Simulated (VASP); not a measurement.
Input of a VASP 6.6.1 run:

INCAR

```
ALGO = Normal
EDIFF = 1E-6
ENCUT = 520
GGA = PE
ISIF = 2
ISMEAR = 0
LASPH = True
LCHARG = True
LELF = True
LREAL = False
LVHAR = True
LWAVE = False
NBANDS = 16
NELM = 60
PREC = Accurate
SIGMA = 0.15
```

The input KPOINTS:

```
k-points
0
Gamma
  18 18 18
```

The input POSCAR:

```
InSb
1.0
    0.0000000000      3.7238711123      2.6327768764
    3.7238711123      0.0000000000      2.6327768764
    3.7238711123      3.7238711123      0.0000000000
In Sb
1 1
Direct
    0.0000000000      0.0000000000      0.0000000000
    0.7500000000      0.7500000000      0.7500000000
```

Potentials or basis: VASP PAW PBE potentials, release 64 (In_d, Sb).

Run with:

```sh
$ cat potpaw_PBE.64/In_d/POTCAR potpaw_PBE.64/Sb/POTCAR > POTCAR
$ mpirun -np 1 vasp_std > vasp.out
```

(1) Estimate the pressure.

(2) Predict the band gap on the k mesh.

Results:

(1) -1.4 GPa.

(2) zero (bands 9 and 10 overlap by 0.58 eV).

Caveat: semilocal functionals underestimate gaps, and a narrow one can read as zero; spin-orbit coupling is left out, which moves the levels of the heavy elements.
